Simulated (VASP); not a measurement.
BaTiO3: single point with r2SCAN

Crystal: BaTiO3.

```xyz
5
Lattice="3.9941 0.0000 0.0000 0.0000 3.9941 0.0000 0.0000 0.0000 3.9941" Properties=species:S:1:pos:R:3 pbc="T T T"
Ba    1.9970    1.9970    1.9970
Ti    0.0000    0.0000    0.0000
O     1.9970    0.0000    0.0000
O     0.0000    1.9970    0.0000
O     0.0000    0.0000    1.9970
```

| Property | Result |
| --- | --- |
| Program | VASP 6.6.1 |
| Task | single point |
| Functional | r2SCAN |
| Potentials or basis | VASP PAW PBE potentials, release 64 (Ba_sv, Ti_sv, O_h) |
| Cutoff | 1480 eV |
| k mesh | 6 × 6 × 6 |
| Occupations | fermi-dirac, width 0.02 eV |
| Spin | no spin polarisation |
| Dipole correction | no |
| Further INCAR settings | ALGO = Normal; EDIFF = 1e-06; NBANDS = 28 |

```json
{
 "Pressure": "1.7 GPa",
 "Band gap on the k mesh": "2.16 eV (least direct gap 2.30 eV)"
}
```

Levels at points of the mesh, in eV from the valence-band top:
| k point | band 17 | band 18 | band 19 | band 20 | band 21 | band 22 | band 23 | band 24 |
| --- | --- | --- | --- | --- | --- | --- | --- | --- |
| (0.00, 0.00, 0.00) | -1.13 | -0.15 | -0.15 | -0.15 | 2.16 | 2.16 | 2.16 | 4.22 |
| (0.50, 0.00, 0.00) | -1.83 | -1.83 | -0.74 | -0.74 | 2.31 | 3.89 | 3.89 | 4.23 |
| (0.50, 0.50, 0.00) | -1.77 | -0.88 | -0.88 | -0.09 | 3.90 | 3.90 | 4.34 | 5.15 |
| (0.50, 0.50, 0.50) | -2.42 | 0.00 | 0.00 | 0.00 | 4.59 | 4.59 | 4.59 | 7.45 |

It took 6.1 min on 1 thread of Intel(R) Xeon(R) Platinum 8559C (Emerald Rapids) (shared host), peak memory 0.52 GiB.

Caveat: the PAW data sets were made with another functional, which shifts forces and pressure a little; spin-orbit coupling is left out, which moves the levels of the heavy elements. A k mesh can miss the band edges.
